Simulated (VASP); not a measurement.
# YbGa3B (Pm-3m) in VASP: single point with r2SCAN

Aim: the single point of YbGa3B with r2SCAN.

All numbers are computed with VASP 6.6.1; they aren't measurements. Logs are shortened: lines on timing, memory, paths and dates and some standing lists are left out, and cuts for length are marked.

## 1. The cell of the first run

It takes space group Pm-3m (No. 221, cubic). Conventional cell: a = 4.312 Å, b = 4.312 Å, c = 4.312 Å, α = 90.00°, β = 90.00°, γ = 90.00°. Ga (site symmetry 4/mmm) has 2 B at 2.16 Å within 2.9 Å. Within 4.0 Å of Yb (site symmetry m-3m) lie 12 Ga at 3.05 Å and 8 B at 3.73 Å. B (site symmetry m-3m) has 6 Ga at 2.16 Å within 2.9 Å.

## 2. Single point, r2SCAN

POSCAR

```
YbGa3B
1.0
    4.3119360000      0.0000000000      0.0000000000
    0.0000000000      4.3119360000      0.0000000000
    0.0000000000      0.0000000000      4.3119360000
Ga Yb B
3 1 1
Direct
    0.0000000000      0.5000000000      0.5000000000
    0.5000000000      0.0000000000      0.5000000000
    0.5000000000      0.5000000000      0.0000000000
    0.0000000000      0.0000000000      0.0000000000
    0.5000000000      0.5000000000      0.5000000000
```

INCAR.step1

```
SYSTEM = YbGa3B
ALGO = Normal ; EDIFF = 1E-5
ENCUT = 800 ; GGA = PE
GGA_COMPAT = .False. ; ISMEAR = 1
LASPH = .True. ; LCHARG = .False.
LMAXMIX = 6 ; LREAL = .False.
LWAVE = .True. ; NBANDS = 41
NELM = 200 ; PREC = Accurate
SIGMA = 0.0155
```

INCAR.step2

```
SYSTEM = YbGa3B
ALGO = Normal ; EDIFF = 1E-6
ENCUT = 800 ; GGA_COMPAT = .False.
ISIF = 2 ; ISMEAR = 1
ISTART = 1 ; LASPH = .True.
LCHARG = .False. ; LMAXMIX = 6
LMIXTAU = .True. ; LREAL = .False.
LWAVE = .False. ; METAGGA = R2SCAN
NBANDS = 41 ; NELM = 200
PREC = Accurate ; SIGMA = 0.0155
```

KPOINTS

```
k-points
0
Gamma
  6 6 6
  0 0 0
```

Potentials or basis: VASP PAW PBE potentials, release 64 (Ga_d, Yb, B).

The run is started by

```console
cat potpaw_PBE.64/Ga_d/POTCAR potpaw_PBE.64/Yb/POTCAR potpaw_PBE.64/B/POTCAR > POTCAR
cp INCAR.step1 INCAR
mpirun -np 1 vasp_std > vasp.out
cp INCAR.step2 INCAR
mpirun -np 1 vasp_std > vasp.out
```

OUTCAR:

```text
SYSTEM = YbGa3B
   EDIFF = 1E-6
   ENCUT = 800
   ISIF = 2
   ISMEAR = 1
   ISTART = 1
   LASPH = .True.
   LREAL = .False.
   METAGGA = R2SCAN
   NELM = 200
   PREC = Accurate

 ion  position               nearest neighbor table
   1  0.000  0.500  0.500-   5 2.16   5 2.16   4 3.05   4 3.05   4 3.05   4 3.05
   2  0.500  0.000  0.500-   5 2.16   5 2.16   4 3.05   4 3.05   4 3.05   4 3.05
   3  0.500  0.500  0.000-   5 2.16   5 2.16   4 3.05   4 3.05   4 3.05   4 3.05
   4  0.000  0.000  0.000-   1 3.05   2 3.05   3 3.05   1 3.05   2 3.05   1 3.05   3 3.05   1 3.05
                             2 3.05   3 3.05   2 3.05   3 3.05
   5  0.500  0.500  0.500-   1 2.16   2 2.16   3 2.16   3 2.16   2 2.16   1 2.16

  LATTYP: Found a simple cubic cell.
 ALAT       =     4.3119360000

  Lattice vectors:

 A1 = (   4.3119360000,   0.0000000000,   0.0000000000)
 A2 = (   0.0000000000,   4.3119360000,   0.0000000000)
 A3 = (   0.0000000000,   0.0000000000,   4.3119360000)

Analysis of symmetry for initial positions (statically):
=====================================================================
 Subroutine PRICEL returns:
 Original cell was already a primitive cell.

 Routine SETGRP: Setting up the symmetry group for a
 simple cubic supercell.

 Subroutine GETGRP returns: Found 48 space group operations
 (whereof 48 operations were pure point group operations)
 out of a pool of 48 trial point group operations.

The static configuration has the point symmetry O_h .

Analysis of symmetry for dynamics (positions and initial velocities):
=====================================================================
 Subroutine PRICEL returns:
 Original cell was already a primitive cell.

 Routine SETGRP: Setting up the symmetry group for a
 simple cubic supercell.

 Subroutine GETGRP returns: Found 48 space group operations
 (whereof 48 operations were pure point group operations)
 out of a pool of 48 trial point group operations.

The dynamic configuration has the point symmetry O_h .

 Subroutine INISYM returns: Found 48 space group operations
 (whereof 48 operations are pure point group operations),
 and found     1 'primitive' translations

----------------------------------------------------------------------------------------

                                     Primitive cell

  volume of cell :      80.1709

  direct lattice vectors                    reciprocal lattice vectors
     4.311936000  0.000000000  0.000000000     0.231914388  0.000000000  0.000000000
     0.000000000  4.311936000  0.000000000     0.000000000  0.231914388  0.000000000
     0.000000000  0.000000000  4.311936000     0.000000000  0.000000000  0.231914388

  length of vectors
     4.311936000  4.311936000  4.311936000     0.231914388  0.231914388  0.231914388

  position of ions in fractional coordinates (direct lattice)
     0.000000000  0.500000000  0.500000000
     0.500000000  0.000000000  0.500000000
     0.500000000  0.500000000  0.000000000
     0.000000000  0.000000000  0.000000000
     0.500000000  0.500000000  0.500000000

  ion indices of the primitive-cell ions
   primitive index   ion index
                 1           1
                 2           2
                 3           3
                 4           4
                 5           5

----------------------------------------------------------------------------------------

 KPOINTS: k-points

Automatic generation of k-mesh.
 Grid dimensions read from file:
 generate k-points for:    6    6    6

 Generating k-lattice:

  Cartesian coordinates                     Fractional coordinates (reciprocal lattice)
     0.038652398  0.000000000  0.000000000     0.166666667  0.000000000  0.000000000
     0.000000000  0.038652398  0.000000000     0.000000000  0.166666667  0.000000000
     0.000000000  0.000000000  0.038652398     0.000000000  0.000000000  0.166666667

  Length of vectors
     0.038652398  0.038652398  0.038652398

  Shift w.r.t. Gamma in fractional coordinates (k-lattice)
     0.000000000  0.000000000  0.000000000

 Subroutine IBZKPT returns following result:
 ===========================================

 Found     20 irreducible k-points:

 Following reciprocal coordinates:
            Coordinates               Weight
  0.000000  0.000000  0.000000      1.000000
  0.166667  0.000000  0.000000      6.000000
  0.333333  0.000000  0.000000      6.000000
  0.500000  0.000000  0.000000      3.000000
  0.166667  0.166667  0.000000     12.000000
  0.333333  0.166667  0.000000     24.000000
[... 12 lines left out ...]
  0.500000  0.500000  0.333333      6.000000
  0.500000  0.500000  0.500000      1.000000
   k-points           NKPTS =     20   k-points in BZ     NKDIM =     20   number of bands    NBANDS=     41
   number of dos      NEDOS =    301   number of ions     NIONS =      5
   total plane-waves  NPLWV =  64000
   dimension x,y,z NGX =    40 NGY =   40 NGZ =   40
   dimension x,y,z NGXF=    80 NGYF=   80 NGZF=   80
   ions per type =               3   1   1
   NGX,Y,Z   is equivalent  to a cutoff of  15.42, 15.42, 15.42 a.u.
   NGXF,Y,Z  is equivalent  to a cutoff of  30.84, 30.84, 30.84 a.u.
 SYSTEM =  YbGa3B
   PREC   = accura    normal or accurate (medium, high low for compatibility)
   ISTART =      1    job   : 0-new  1-cont  2-samecut
   ICHARG =      0    charge: 1-file 2-atom 10-const
   ISPIN  =      1    spin polarized calculation?
   LNONCOLLINEAR =      F non collinear calculations
   LSORBIT =      F    spin-orbit coupling
   LASPH  =      T    aspherical Exc in radial PAW
   ENCUT  =  800.0 eV  58.80 Ry    7.67 a.u.   9.94  9.94  9.94*2*pi/ulx,y,z
   NELM   =    200;   NELMIN=  2; NELMDL=  0     # of ELM steps
   EDIFF  = 0.1E-05   stopping-criterion for ELM
   LREAL  =      F    real-space projection
   EDIFFG = 0.1E-04   stopping-criterion for IOM
   NSW    =      0    number of steps for IOM
   IBRION =     -1    ionic relax: 0-MD 1-quasi-New 2-CG
   NFREE  =      0    steps in history (QN), initial steepest desc. (CG)
   ISIF   =      2    stress and relaxation
   ISYM   =      2    0-nonsym 1-usesym 2-fastsym
   POTIM  = 0.5000    time-step for ionic-motion
   TEBEG  =    0.0;   TEEND  =   0.0 temperature during run
   PSTRESS=    0.0 pullay stress
   NELECT =      66.0000    total number of electrons
   NUPDOWN=      -1.0000    fix difference up-down
   EMIN   =  10.00;   EMAX   =-10.00  energy-range for DOS
   EFERMI =   0.00;   METHOD = LEGACY
   ISMEAR =     1;   SIGMA  =   0.02  broadening in eV -4-tet -1-fermi 0-gaus
   EFERMI_NEDOS =   21; number of points for ismear=-14 and -15
   IALGO  =     38    algorithm
   IMIX   =      4    mixing-type and parameters
     AMIX     =   0.40;   BMIX     =  1.00
     AMIX_MAG =   1.60;   BMIX_MAG =  1.00
  volume/ion in A,a.u.               =      16.03       108.20
  Fermi-wavevector in a.u.,A,eV,Ry     =   1.534324  2.899453 32.030171  2.354151
  Thomas-Fermi vector in A             =   2.641268
   LORBIT       =      0    0 simple, 1 ext, 2 COOP (PROOUT), +10 PAW based schemes
   METAGGA = R2SCAN    functional components
   LHFCALC =     F    Hartree Fock is set to
   AEXX    =    0.0000 exact exchange contribution
   IVDW    =     0    specifies the selected vdW correction
   LEPSILON=     F    determine dielectric tensor
   LRPA    =     F    only Hartree local field effects (RPA)
 non-spin polarized calculation
 Methfessel and Paxton  Order N= 1 SIGMA  =   0.02
  energy-cutoff  :      800.00
  volume of cell :       80.17
 maximum number of plane-waves:      4224
 NGX is ok and might be reduce to    40
   NGX = 19   NGY = 19   NGZ = 19

 number of electron      66.0000030 magnetization

 Free energy of the ion-electron system (eV)
  ---------------------------------------------------
  ext. energy  EPLUGINS =         0.00000000
  ---------------------------------------------------
  free energy    TOTEN  =       -75.92317583 eV

  energy without entropy =      -75.92291736  energy(sigma->0) =      -75.92308967

 E-fermi :   5.6947     XC(G=0): -12.7306

 val. band max:        5.6922291785   @ k =   0.3333   0.1667   0.1667
 cond. band min:       5.7193476420   @ k =   0.5000   0.3333   0.0000
 fundamental gap:      0.0271184635
 Fermi energy:         5.6946884465

 k-point     1 :       0.0000    0.0000    0.0000
  band No.  band energies     occupation
      1     -47.5341      2.00000
      2     -19.2417      2.00000
      3     -19.2417      2.00000
      4     -19.2417      2.00000
      5     -10.3385      2.00000
      6      -9.9108      2.00000
[... 33 lines left out ...]
     40       9.9363      0.00000
     41      10.0192      0.00000

 k-point     2 :       0.1667    0.0000    0.0000
  band No.  band energies     occupation
      1     -47.5339      2.00000
      2     -19.2575      2.00000
      3     -19.2411      2.00000
      4     -19.2411      2.00000
      5     -10.2968      2.00000
      6      -9.9055      2.00000
[... 33 lines left out ...]
     40       9.2559      0.00000
     41      10.6140      0.00000

 k-point     3 :       0.3333    0.0000    0.0000
  band No.  band energies     occupation
      1     -47.5335      2.00000
      2     -19.2888      2.00000
      3     -19.2399      2.00000
      4     -19.2399      2.00000
      5     -10.1973      2.00000
      6      -9.8938      2.00000
[... 33 lines left out ...]
     40       9.4645      0.00000
     41      11.6869      0.00000

 k-point     4 :       0.5000    0.0000    0.0000
  band No.  band energies     occupation
      1     -47.5333      2.00000
      2     -19.3043      2.00000
      3     -19.2393      2.00000
      4     -19.2393      2.00000
      5     -10.1297      2.00000
      6      -9.8872      2.00000
[... 649 lines left out ...]
     40      10.7902      0.00000
     41      12.7003      0.00000

 k-point    19 :       0.5000    0.5000    0.3333
  band No.  band energies     occupation
      1     -47.5320      2.00000
      2     -19.2851      2.00000
      3     -19.2851      2.00000
      4     -19.2711      2.00000
      5      -9.9660      2.00000
      6      -9.9618      2.00000
[... 33 lines left out ...]
     40      12.2451      0.00000
     41      12.8429      0.00000

 k-point    20 :       0.5000    0.5000    0.5000
  band No.  band energies     occupation
      1     -47.5318      2.00000
      2     -19.2825      2.00000
      3     -19.2825      2.00000
      4     -19.2825      2.00000
      5      -9.9761      2.00000
      6      -9.9761      2.00000
[... 33 lines left out ...]
     40      13.4855      0.00000
     41      13.4855      0.00000

------------------------ aborting loop because EDIFF is reached ----------------------------------------

  FORCE on cell =-STRESS in cart. coord.  units (eV):
  Direction    XX          YY          ZZ          XY          YZ          ZX
  --------------------------------------------------------------------------------------
  -------------------------------------------------------------------------------------
  Total        4.2580751      4.2580751      4.2580751      0.0000000      0.0000000     -0.0000000
  in kB       85.0955748     85.0955748     85.0955748      0.0000000      0.0000000     -0.0000000
  external PRESSURE =      85.0955748 kB  Pullay stress =       0.0000000 kB

 VOLUME and BASIS-vectors are now :
 -----------------------------------------------------------------------------
  energy-cutoff  :      800.00
  volume of cell :       80.17
      direct lattice vectors                 reciprocal lattice vectors
     4.311936000  0.000000000  0.000000000     0.231914388  0.000000000  0.000000000
     0.000000000  4.311936000  0.000000000     0.000000000  0.231914388  0.000000000
     0.000000000  0.000000000  4.311936000     0.000000000  0.000000000  0.231914388

 POSITION                                       TOTAL-FORCE (eV/Angst)
 -----------------------------------------------------------------------------------
      0.00000      2.15597      2.15597         0.000000      0.000000      0.000000
      2.15597      0.00000      2.15597         0.000000      0.000000      0.000000
      2.15597      2.15597      0.00000         0.000000      0.000000      0.000000
      0.00000      0.00000      0.00000         0.000000      0.000000      0.000000
      2.15597      2.15597      2.15597         0.000000      0.000000      0.000000
 -----------------------------------------------------------------------------------
    total drift:                               -0.000000     -0.000000     -0.000000

  FREE ENERGIE OF THE ION-ELECTRON SYSTEM (eV)
  ---------------------------------------------------
  free  energy   TOTEN  =       -75.9231758328 eV

  energy  without entropy=      -75.9229173587  energy(sigma->0) =      -75.92308967
```

Run time: 21 min. Hardware: 1 thread of Intel Xeon 8259CL, shared host; peak memory 0.36 GiB.

What came out:

```
Free energy            : -75.9232 eV
Pressure               : 8.5 GPa
Band gap on the k mesh : zero (bands 33 and 34 overlap by 0.54 eV)
```

Caveat: the cell stands under pressure; the PAW data sets were made with another functional, which shifts forces and pressure a little; spin-orbit coupling is left out, which moves the levels of the heavy elements.

The gap in the log of VASP goes by the Fermi energy; the results here count the filled bands.